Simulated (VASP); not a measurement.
CdS (Hawleyite), 2 atoms in the cell. It takes space group F-43m (No. 216, cubic). The conventional cell has a = 5.833 Å, b = 5.833 Å, c = 5.833 Å, α = 90.00°, β = 90.00°, γ = 90.00°. Cd (site symmetry -43m) has 4 S at 2.53 Å within 3.3 Å. Within 3.3 Å of S (site symmetry -43m) lie 4 Cd at 2.53 Å. 

| Quantity | Value |
| --- | --- |
| Program | VASP 6.6.1 |
| Task | dielectric tensor |
| Functional | LDA |
| Potentials or basis | VASP PAW LDA potentials, release 64 (Cd, S) |
| Cutoff | 520 eV |
| k mesh | 8 × 8 × 8 |
| Occupations | gaussian, width 0.01 eV |
| Spin | no spin polarisation |
| Dipole correction | no |
| Further INCAR settings | ALGO = Normal; EDIFF = 1e-08 |

Potentials or basis: VASP PAW LDA potentials, release 64 (Cd, S).

Launch:

```console
$ cat potpaw_LDA.64/Cd/POTCAR potpaw_LDA.64/S/POTCAR > POTCAR
$ mpirun -np 1 vasp_std > vasp.out
```

Hardware: 1 thread of Intel(R) Xeon(R) 6975P-C (Granite Rapids), on a shared host.

Problem. Estimate the wall time of this run.

Solution. It took 86 s on 1 thread of Intel(R) Xeon(R) 6975P-C (Granite Rapids) (shared host), peak memory 0.29 GiB. Counts: scf iterations 112, k points 29.
